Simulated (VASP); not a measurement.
The system is Zr3SiO.

```xyz
5
Lattice="4.2180 0.0000 0.0000 0.0000 4.2180 0.0000 0.0000 0.0000 4.2180" Properties=species:S:1:pos:R:3 pbc="T T T"
Zr    0.0000    2.1090    2.1090
Zr    2.1090    0.0000    2.1090
Zr    2.1090    2.1090    0.0000
Si    2.1090    2.1090    2.1090
O     0.0000    0.0000    0.0000
```

| Quantity | Value |
| --- | --- |
| Program | VASP 6.6.1 |
| Task | relaxation of cell and atoms |
| Functional | PBE |
| Potentials or basis | VASP PAW PBE potentials, release 64 (Zr_sv, Si, O) |
| Cutoff | 600 eV |
| k mesh | 4 × 4 × 4 |
| Occupations | gaussian, width 0.1 eV |
| Spin | no spin polarisation |

At the start: pressure 76.1 GPa; volume 15.01 Å³/atom.

How do energy, volume and symmetry change on relaxing?

Over 7 steps the energy falls by 1472.3 meV/atom and the volume is 23.71 Å³/atom (+58.0 %); space group Pm-3m (No. 221, to 0.05 Å).

The path:
| step | energy change (eV) | largest force (eV/Å) | pressure (GPa) | volume (Å³) |
| --- | --- | --- | --- | --- |
| 1 | 0.0000 | 0.0000 | 76.14 | 75.04 |
| 2 | -2.9151 | 0.0000 | -16.53 | 182.23 |
| 3 | -7.3549 | 0.0000 | -1.19 | 120.86 |
| 4 | -7.3613 | 0.0000 | -0.38 | 119.56 |
| 5 | -7.3617 | 0.0000 | 0.28 | 118.53 |
| 6 | -7.3617 | 0.0000 | 0.28 | 118.53 |
| 7 | -7.3617 | 0.0000 | 0.27 | 118.54 |

Final structure:
```
Zr Si O
1.0
     4.91240    0.00000    0.00000
     0.00000    4.91240    0.00000
     0.00000    0.00000    4.91240
Zr Si O
3 1 1
Direct
  0.00000 0.50000 0.50000
  0.50000 0.00000 0.50000
  0.50000 0.50000 0.00000
  0.50000 0.50000 0.50000
  0.00000 0.00000 0.00000
```

Caveat: the k points lie up to 0.32 Å⁻¹ apart in the final cell; the volume moved by over 15 % at a fixed basis, so the end points are rough.
